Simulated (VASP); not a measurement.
Wanted: the native input for a VASP 6.6.1 run.

| Property | Result |
| --- | --- |
| Task | relaxation of the atoms |
| Functional | PBE |
| Dispersion | D3(BJ) |
| Potentials or basis | VASP PAW PBE potentials, release 64 (S, Mo_sv) |
| Cutoff | 520 eV |
| k mesh | 10 × 10 × 1 |
| Occupations | gaussian, width 0.02 eV |
| Spin | no spin polarisation |
| Dipole correction | yes |
| Further INCAR settings | ALGO = Normal; EDIFF = 1e-07; IBRION = 2; EDIFFG = -0.01; NSW = 100 |

The structure of MoS2 lies in POSCAR:

```
MoS2
1.0
    3.1600000000      0.0000000000      0.0000000000
   -1.5800000000      2.7366402760      0.0000000000
    0.0000000000      0.0000000000     39.5710000000
S Mo
8 4
Direct
    0.6666666667      0.3333333333      0.2274392863
    0.6666666667      0.3333333333      0.3065376159
    0.3333333333      0.6666666667      0.3827803189
    0.3333333333      0.6666666667      0.4618786485
    0.6666666667      0.3333333333      0.5381213515
    0.6666666667      0.3333333333      0.6172196811
    0.3333333333      0.6666666667      0.6934623841
    0.3333333333      0.6666666667      0.7725607137
    0.3333333333      0.6666666667      0.2669884511
    0.6666666667      0.3333333333      0.4223294837
    0.3333333333      0.6666666667      0.5776705163
    0.6666666667      0.3333333333      0.7330115489
```

The input as run:

INCAR

```
SYSTEM = MoS2
PREC = Accurate ; ENCUT = 520
EDIFF = 1E-7 ; ISMEAR = 0
SIGMA = 0.02 ; LREAL = .False.
LASPH = .True. ; NELM = 60
ALGO = Normal ; ISIF = 2
LWAVE = .False. ; LCHARG = .False.
LDIPOL = .True. ; IDIPOL = 3
DIPOL = 0.5 0.5 0.500 ; GGA = PE
IVDW = 12 ; IBRION = 2
NSW = 100 ; EDIFFG = -0.01
KPAR = 4
```

KPOINTS

```
Automatic mesh
0
Gamma
  10 10 1
  0 0 0
```

Potentials or basis: VASP PAW PBE potentials, release 64 (S, Mo_sv).

Run with:

```sh
$ cat potpaw_PBE.64/S/POTCAR potpaw_PBE.64/Mo_sv/POTCAR > POTCAR
$ mpirun -np 4 vasp_std > vasp.out
```

It gave:

```
Energy gained by relaxing    : 0.6 meV/atom
Ionic steps                  : 23
Largest force after relaxing : 0.009 eV/Å
Band gap on the k mesh       : 0.98 eV (least direct gap 1.91 eV)
Dispersion energy per atom   : -0.403 eV
```

Run time: 18 min on 4 MPI ranks on Intel(R) Xeon(R) 6975P-C (Granite Rapids), on a shared host, peak memory 0.58 GiB a rank.
